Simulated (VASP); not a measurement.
# AlRu (Pm-3m) in VASP: further runs

Aim: see how the results for AlRu move with the level of theory and the settings. Levels: r2SCAN, LDA. Tasks: relaxation of the atoms, single point.

Everything below comes from runs of VASP 6.6.1. Logs are shortened: lines on timing, memory, paths and dates and some standing lists are left out, and cuts for length are marked.

**1. The cell of the first run**

Symmetry: Pm-3m, No. 221, cubic system. The conventional cell has a = 3.023 Å, b = 3.023 Å, c = 3.023 Å, α = 90.00°, β = 90.00°, γ = 90.00°. Within 3.5 Å of Al (site symmetry m-3m) lie 8 Ru at 2.62 Å and 6 Al at 3.02 Å. Within 3.5 Å of Ru (site symmetry m-3m) lie 8 Al at 2.62 Å and 6 Ru at 3.02 Å.

**2. Relaxation of the atoms, r2SCAN**

Input file POSCAR:

```
AlRu
1.0
    3.0229088200      0.0000000000      0.0000000000
    0.0000000000      3.0229088200      0.0000000000
    0.0000000000      0.0000000000      3.0229088200
Al Ru
1 1
Direct
    0.0000000000      0.0000000000      0.0000000000
    0.5000000000      0.5000000000      0.5000000000
```

Input file INCAR.step1:

```
SYSTEM = AlRu
  ALGO = Normal
  EDIFF = 1E-4
  ENCUT = 520
  GGA = PE
  ISMEAR = -1
  LASPH = .TRUE.
  LCHARG = .FALSE.
  LREAL = .FALSE.
  LWAVE = .TRUE.
  NELM = 80
  PREC = Accurate
  SIGMA = 0.1
```

Input file INCAR.step2:

```
SYSTEM = AlRu
  ALGO = Normal
  EDIFF = 1E-7
  EDIFFG = -0.01
  ENCUT = 520
  IBRION = 2
  ISIF = 2
  ISMEAR = -1
  ISTART = 1
  LASPH = .TRUE.
  LCHARG = .FALSE.
  LMIXTAU = .TRUE.
  LREAL = .FALSE.
  LWAVE = .FALSE.
  METAGGA = R2SCAN
  NELM = 80
  NSW = 50
  PREC = Accurate
  SIGMA = 0.1
```

Input file KPOINTS:

```
k-points
0
G
  11 11 11
  0 0 0
```

Potentials or basis: VASP PAW PBE potentials, release 64 (Al, Ru_pv).

Run with:

```console
> cat potpaw_PBE.64/Al/POTCAR potpaw_PBE.64/Ru_pv/POTCAR > POTCAR
> cp INCAR.step1 INCAR
> mpirun -np 1 vasp_std > vasp.out
> cp INCAR.step2 INCAR
> mpirun -np 1 vasp_std > vasp.out
```

OUTCAR:

```text
SYSTEM = AlRu
   EDIFF = 1E-7
   EDIFFG = -0.01
   ENCUT = 520
   IBRION = 2
   ISIF = 2
   ISMEAR = -1
   ISTART = 1
   LASPH = .TRUE.
   LREAL = .FALSE.
   METAGGA = R2SCAN
   NELM = 80
   NSW = 50
   PREC = Accurate

 ion  position               nearest neighbor table
   1  0.000  0.000  0.000-   2 2.62   2 2.62   2 2.62   2 2.62   2 2.62   2 2.62   2 2.62   2 2.62

   2  0.500  0.500  0.500-   1 2.62   1 2.62   1 2.62   1 2.62   1 2.62   1 2.62   1 2.62   1 2.62

  LATTYP: Found a simple cubic cell.
 ALAT       =     3.0229088200

  Lattice vectors:

 A1 = (   3.0229088200,   0.0000000000,   0.0000000000)
 A2 = (   0.0000000000,   3.0229088200,   0.0000000000)
 A3 = (   0.0000000000,   0.0000000000,   3.0229088200)

Analysis of symmetry for initial positions (statically):
=====================================================================
 Subroutine PRICEL returns:
 Original cell was already a primitive cell.

 Routine SETGRP: Setting up the symmetry group for a
 simple cubic supercell.

 Subroutine GETGRP returns: Found 48 space group operations
 (whereof 48 operations were pure point group operations)
 out of a pool of 48 trial point group operations.

The static configuration has the point symmetry O_h .

Analysis of symmetry for dynamics (positions and initial velocities):
=====================================================================
 Subroutine PRICEL returns:
 Original cell was already a primitive cell.

 Routine SETGRP: Setting up the symmetry group for a
 simple cubic supercell.

 Subroutine GETGRP returns: Found 48 space group operations
 (whereof 48 operations were pure point group operations)
 out of a pool of 48 trial point group operations.

The dynamic configuration has the point symmetry O_h .

 Subroutine INISYM returns: Found 48 space group operations
 (whereof 48 operations are pure point group operations),
 and found     1 'primitive' translations

----------------------------------------------------------------------------------------

                                     Primitive cell

  volume of cell :      27.6233

  direct lattice vectors                    reciprocal lattice vectors
     3.022908820  0.000000000  0.000000000     0.330807199  0.000000000  0.000000000
     0.000000000  3.022908820  0.000000000     0.000000000  0.330807199  0.000000000
     0.000000000  0.000000000  3.022908820     0.000000000  0.000000000  0.330807199

  length of vectors
     3.022908820  3.022908820  3.022908820     0.330807199  0.330807199  0.330807199

  position of ions in fractional coordinates (direct lattice)
     0.000000000  0.000000000  0.000000000
     0.500000000  0.500000000  0.500000000

  ion indices of the primitive-cell ions
   primitive index   ion index
                 1           1
                 2           2

----------------------------------------------------------------------------------------

 KPOINTS: k-points

Automatic generation of k-mesh.
 Grid dimensions read from file:
 generate k-points for:   11   11   11

 Generating k-lattice:

  Cartesian coordinates                     Fractional coordinates (reciprocal lattice)
     0.030073382  0.000000000  0.000000000     0.090909091  0.000000000  0.000000000
     0.000000000  0.030073382  0.000000000     0.000000000  0.090909091  0.000000000
     0.000000000  0.000000000  0.030073382     0.000000000  0.000000000  0.090909091

  Length of vectors
     0.030073382  0.030073382  0.030073382

  Shift w.r.t. Gamma in fractional coordinates (k-lattice)
     0.000000000  0.000000000  0.000000000

 Subroutine IBZKPT returns following result:
 ===========================================

 Found     56 irreducible k-points:

 Following reciprocal coordinates:
            Coordinates               Weight
  0.000000  0.000000  0.000000      1.000000
  0.090909  0.000000  0.000000      6.000000
  0.181818  0.000000  0.000000      6.000000
  0.272727  0.000000  0.000000      6.000000
  0.363636  0.000000  0.000000      6.000000
  0.454545  0.000000  0.000000      6.000000
[... 16 lines left out ...]
  0.181818  0.090909  0.090909     24.000000
  0.272727  0.090909  0.090909     24.000000
 [... further k-points ...]
   k-points           NKPTS =     56   k-points in BZ     NKDIM =     56   number of bands    NBANDS=     12
   number of dos      NEDOS =    301   number of ions     NIONS =      2
   total plane-waves  NPLWV =  13824
   dimension x,y,z NGX =    24 NGY =   24 NGZ =   24
   dimension x,y,z NGXF=    48 NGYF=   48 NGZF=   48
   ions per type =               1   1
   NGX,Y,Z   is equivalent  to a cutoff of  13.20, 13.20, 13.20 a.u.
   NGXF,Y,Z  is equivalent  to a cutoff of  26.40, 26.40, 26.40 a.u.
 SYSTEM =  AlRu
   PREC   = accura    normal or accurate (medium, high low for compatibility)
   ISTART =      1    job   : 0-new  1-cont  2-samecut
   ICHARG =      0    charge: 1-file 2-atom 10-const
   ISPIN  =      1    spin polarized calculation?
   LNONCOLLINEAR =      F non collinear calculations
   LSORBIT =      F    spin-orbit coupling
   LASPH  =      T    aspherical Exc in radial PAW
   ENCUT  =  520.0 eV  38.22 Ry    6.18 a.u.   5.62  5.62  5.62*2*pi/ulx,y,z
   NELM   =     80;   NELMIN=  2; NELMDL=  0     # of ELM steps
   EDIFF  = 0.1E-06   stopping-criterion for ELM
   LREAL  =      F    real-space projection
   EDIFFG = -.1E-01   stopping-criterion for IOM
   NSW    =     50    number of steps for IOM
   IBRION =      2    ionic relax: 0-MD 1-quasi-New 2-CG
   NFREE  =      1    steps in history (QN), initial steepest desc. (CG)
   ISIF   =      2    stress and relaxation
   ISYM   =      2    0-nonsym 1-usesym 2-fastsym
   POTIM  = 0.5000    time-step for ionic-motion
   TEBEG  =    0.0;   TEEND  =   0.0 temperature during run
   PSTRESS=    0.0 pullay stress
   NELECT =      17.0000    total number of electrons
   NUPDOWN=      -1.0000    fix difference up-down
   EMIN   =  10.00;   EMAX   =-10.00  energy-range for DOS
   EFERMI =   0.00;   METHOD = LEGACY
   ISMEAR =    -1;   SIGMA  =   0.10  broadening in eV -4-tet -1-fermi 0-gaus
   EFERMI_NEDOS =   21; number of points for ismear=-14 and -15
   IALGO  =     38    algorithm
   IMIX   =      4    mixing-type and parameters
     AMIX     =   0.40;   BMIX     =  1.00
     AMIX_MAG =   1.60;   BMIX_MAG =  1.00
  volume/ion in A,a.u.               =      13.81        93.21
  Fermi-wavevector in a.u.,A,eV,Ry     =   1.392514  2.631469 26.382975  1.939094
  Thomas-Fermi vector in A             =   2.516249
   LORBIT       =      0    0 simple, 1 ext, 2 COOP (PROOUT), +10 PAW based schemes
   METAGGA = R2SCAN    functional components
   LHFCALC =     F    Hartree Fock is set to
   AEXX    =    0.0000 exact exchange contribution
   IVDW    =     0    specifies the selected vdW correction
   LEPSILON=     F    determine dielectric tensor
   LRPA    =     F    only Hartree local field effects (RPA)
 conjugate gradient relaxation of ions
 non-spin polarized calculation
  energy-cutoff  :      520.00
  volume of cell :       27.62
 maximum number of plane-waves:       753
 NGX is ok and might be reduce to    24
   NGX = 11   NGY = 11   NGZ = 11

 number of electron      16.9999999 magnetization

 Free energy of the ion-electron system (eV)
  ---------------------------------------------------
  ext. energy  EPLUGINS =         0.00000000
  ---------------------------------------------------
  free energy    TOTEN  =       -33.60305905 eV

  energy without entropy =      -33.54924665  energy(sigma->0) =      -33.57615285

 E-fermi :  10.1466     XC(G=0): -13.4420

 val. band max:       10.0973491523   @ k =   0.0909   0.0000   0.0000
 cond. band min:      10.1616548106   @ k =   0.3636   0.0909   0.0909
 fundamental gap:      0.0643056583
 Fermi energy:        10.1466230394

 k-point     1 :       0.0000    0.0000    0.0000
  band No.  band energies     occupation
      1     -32.9351      2.00000
      2     -32.9351      2.00000
      3     -32.9351      2.00000
      4       0.1471      2.00000
      5       6.6283      2.00000
      6       6.6283      2.00000
      7      10.2902      0.38454
      8      10.2902      0.38454
      9      10.2902      0.38454
     10      16.4897      0.00000
     11      16.4897      0.00000
     12      16.4897      0.00000

 k-point     2 :       0.0909    0.0000    0.0000
  band No.  band energies     occupation
      1     -32.9516      2.00000
      2     -32.9337      2.00000
      3     -32.9337      2.00000
      4       0.3106      2.00000
      5       6.6751      2.00000
      6       6.6864      2.00000
      7      10.0973      1.24150
      8      10.0973      1.24150
      9      10.3093      0.32866
     10      15.7140      0.00000
     11      16.8088      0.00000
     12      16.8088      0.00000

 k-point     3 :       0.1818    0.0000    0.0000
  band No.  band energies     occupation
      1     -32.9957      2.00000
      2     -32.9298      2.00000
      3     -32.9298      2.00000
      4       0.7896      2.00000
      5       6.7380      2.00000
      6       6.8484      2.00000
      7       9.6440      1.98696
      8       9.6440      1.98696
      9      10.3610      0.20979
     10      14.2997      0.00000
     11      17.6419      0.00000
     12      17.6419      0.00000
[... 286 lines left out ...]
 k-point    23 :       0.1818    0.0909    0.0909
  band No.  band energies     occupation
      1     -32.9926      2.00000
      2     -32.9453      2.00000
      3     -32.9441      2.00000
      4       1.0979      2.00000
      5       6.8799      2.00000
      6       6.9482      2.00000
      7       9.4119      1.99871
      8       9.4795      1.99747
      9      10.0039      1.61298
     10      14.7692      0.00000
     11      16.8958      0.00000
     12      17.1449      0.00000

 k-point    24 :       0.2727    0.0909    0.0909
  band No.  band energies     occupation
      1     -33.0496      2.00000
      2     -32.9401      2.00000
      3     -32.9390      2.00000
      4       1.8358      2.00000
      5       6.7139      2.00000
      6       7.1730      2.00000
      7       8.9399      1.99999
      8       9.0585      1.99996
      9      10.0843      1.30192
     10      13.5151      0.00000
     11      17.7038      0.00000
     12      18.0775      0.00000

 [... further k-points ...]
[... 5 lines left out ...]
  --------------------------------------------------------------------------------------
  -------------------------------------------------------------------------------------
  Total       -1.3550100     -1.3550100     -1.3550100     -0.0000000     -0.0000000      0.0000000
  in kB      -78.5919269    -78.5919269    -78.5919269     -0.0000000     -0.0000000      0.0000000
  external PRESSURE =     -78.5919269 kB  Pullay stress =       0.0000000 kB

 VOLUME and BASIS-vectors are now :
 -----------------------------------------------------------------------------
  energy-cutoff  :      520.00
  volume of cell :       27.62
      direct lattice vectors                 reciprocal lattice vectors
     3.022908820  0.000000000  0.000000000     0.330807199  0.000000000  0.000000000
     0.000000000  3.022908820  0.000000000     0.000000000  0.330807199  0.000000000
     0.000000000  0.000000000  3.022908820     0.000000000  0.000000000  0.330807199

 POSITION                                       TOTAL-FORCE (eV/Angst)
 -----------------------------------------------------------------------------------
      0.00000      0.00000      0.00000         0.000000      0.000000      0.000000
      1.51145      1.51145      1.51145         0.000000      0.000000      0.000000
 -----------------------------------------------------------------------------------
    total drift:                                0.000000     -0.000000     -0.000000

  FREE ENERGIE OF THE ION-ELECTRON SYSTEM (eV)
  ---------------------------------------------------
  free  energy   TOTEN  =       -33.6030590533 eV

  energy  without entropy=      -33.5492466513  energy(sigma->0) =      -33.57615285

 reached required accuracy - stopping structural energy minimisation
```

Wall time 30 s (1 thread of Intel Xeon Platinum 8488C (Sapphire Rapids), shared host); peak memory 0.15 GiB.

What came out:

```
Free energy             : -33.6031 eV
Pressure after relaxing : -7.9 GPa
```

Final structure:
```xyz
2
Lattice="3.0229 0.0000 0.0000 0.0000 3.0229 0.0000 0.0000 0.0000 3.0229" Properties=species:S:1:pos:R:3 pbc="T T T"
Al    0.0000    0.0000    0.0000
Ru    1.5115    1.5115    1.5115
```

Caveat: the relaxation stopped at its first step, so nothing moved; the PAW data sets were made with another functional, which shifts forces and pressure a little.

**3. Relaxation of the atoms, r2SCAN**

This run uses another cell than the first one, of 14.08 Å³/atom, 1.019 times its volume.

Input file POSCAR:

```
AlRu
1.0
    3.0421635400      0.0000000000      0.0000000000
    0.0000000000      3.0421635400      0.0000000000
    0.0000000000      0.0000000000      3.0421635400
Al Ru
1 1
Direct
    0.0000000000      0.0000000000      0.0000000000
    0.5000000000      0.5000000000      0.5000000000
```

Input file INCAR.step1:

```
SYSTEM = AlRu
  PREC = Accurate
  ENCUT = 520
  ISMEAR = -1
  SIGMA = 0.1
  LREAL = .FALSE.
  LASPH = .TRUE.
  NELM = 60
  GGA = PE
  ALGO = Normal
  EDIFF = 1E-4
  LWAVE = .TRUE.
  LCHARG = .FALSE.
```

Input file INCAR.step2:

```
SYSTEM = AlRu
  PREC = Accurate
  ENCUT = 520
  EDIFF = 1E-7
  ISMEAR = -1
  SIGMA = 0.1
  LREAL = .FALSE.
  LASPH = .TRUE.
  NELM = 60
  ALGO = Normal
  ISIF = 2
  LWAVE = .FALSE.
  LCHARG = .FALSE.
  METAGGA = R2SCAN
  LMIXTAU = .TRUE.
  IBRION = 2
  NSW = 50
  EDIFFG = -0.01
  ISTART = 1
```

Input file KPOINTS:

```
Automatic mesh
0
G
  11 11 11
  0 0 0
```

Potentials or basis: VASP PAW PBE potentials, release 64 (Al, Ru_pv).

Run with:

```console
> cat potpaw_PBE.64/Al/POTCAR potpaw_PBE.64/Ru_pv/POTCAR > POTCAR
> cp INCAR.step1 INCAR
> mpirun -np 1 vasp_std > vasp.out
> cp INCAR.step2 INCAR
> mpirun -np 1 vasp_std > vasp.out
```

It took 33 s on 1 thread of Intel Xeon Platinum 8488C (Sapphire Rapids), shared host; peak memory 0.15 GiB.

Results (log left out):

* Free energy: -33.5713 eV
* Pressure after relaxing: -11.3 GPa

Final structure:
```yaml
crystal:
  lattice:
    - [3.04216, 0.00000, 0.00000]
    - [0.00000, 3.04216, 0.00000]
    - [0.00000, 0.00000, 3.04216]
  atoms:
    - { symbol: Al, position: [0.00000, 0.00000, 0.00000] }
    - { symbol: Ru, position: [0.50000, 0.50000, 0.50000] }
```

Levels at points of the mesh, in eV from the Fermi level:
```
           k point  band 5  band 6  band 7  band 8  band 9  band 10  band 11  band 12
(0.00, 0.00, 0.00)   -3.42   -3.42    0.14    0.14    0.14     6.25     6.25     6.25
```

Caveat: the relaxation stopped at its first step, so nothing moved; the PAW data sets were made with another functional, which shifts forces and pressure a little.

**4. Single point, LDA**

This run uses another cell than the first one, of 12.90 Å³/atom, 0.934 times its volume.

Input file INCAR:

```
PREC     = Accurate       # precision mode
ENCUT    = 520            # plane-wave cutoff, eV
EDIFF    = 1E-7           # SCF threshold, eV
ISMEAR   = -1             # smearing method
SIGMA    = 0.1            # smearing width, eV
LREAL    = F              # projectors in reciprocal space
LASPH    = T              # aspherical terms in the spheres
NELM     = 100            # most SCF steps
ALGO     = Normal         # electronic algorithm
ISIF     = 2              # what is computed and relaxed
LWAVE    = F              # write WAVECAR
LCHARG   = F              # write CHGCAR
NBANDS   = 16             # bands
```

Input file KPOINTS:

```
regular mesh
0
Gamma
  11 11 11
```

Input file POSCAR:

```
AlRu
1.0
    2.9548856651      0.0000000000      0.0000000000
    0.0000000000      2.9548856651      0.0000000000
    0.0000000000      0.0000000000      2.9548856651
Al Ru
1 1
Direct
    0.0000000000      0.0000000000      0.0000000000
    0.5000000000      0.5000000000      0.5000000000
```

Potentials or basis: VASP PAW LDA potentials, release 64 (Al, Ru_pv).

Run with:

```console
> cat potpaw_LDA.64/Al/POTCAR potpaw_LDA.64/Ru_pv/POTCAR > POTCAR
> mpirun -np 1 vasp_std > vasp.out
```

It took 10 s on 1 thread of Intel Xeon Platinum 8259CL at 2.50GHz (Skylake/Cascade Lake), shared host; peak memory 0.14 GiB.

The run converged. Its results:

| Property | Result |
| --- | --- |
| Free energy | -16.2006 eV |
| Pressure | 0.6 GPa |

Levels at points of the mesh, in eV from the Fermi level:
```csv
k point,band 6,band 7,band 8,band 9,band 10,band 11,band 12,band 13
"(0.00, 0.00, 0.00)",-3.80,0.19,0.19,0.19,6.20,6.20,6.20,11.25
```

**5. The runs side by side**

| task | level | potentials or basis | cell | gap on the mesh (eV) | pressure (GPa) |
| --- | --- | --- | --- | --- | --- |
| relaxation of the atoms | r2SCAN | VASP PAW PBE potentials, release 64 (Al, Ru_pv) | atoms relaxed from a = 3.023 Å, 2 atoms | none | -7.9 |
| relaxation of the atoms | r2SCAN | VASP PAW PBE potentials, release 64 (Al, Ru_pv) | atoms relaxed from a = 3.042 Å, 2 atoms | none | -11.3 |
| single point | LDA | VASP PAW LDA potentials, release 64 (Al, Ru_pv) | a = 2.955 Å, 2 atoms | none | 0.6 |

Alike in all rows: no spin polarisation; k mesh 11 × 11 × 11; cutoff (eV) 520; smearing fermi-dirac 0.1 eV.

Caveats: the relaxation stopped at its first step, so nothing moved (some runs); the PAW data sets were made with another functional, which shifts forces and pressure a little (some runs).

Total energies depend on the potentials used, so only differences within one code and one set of settings carry meaning.
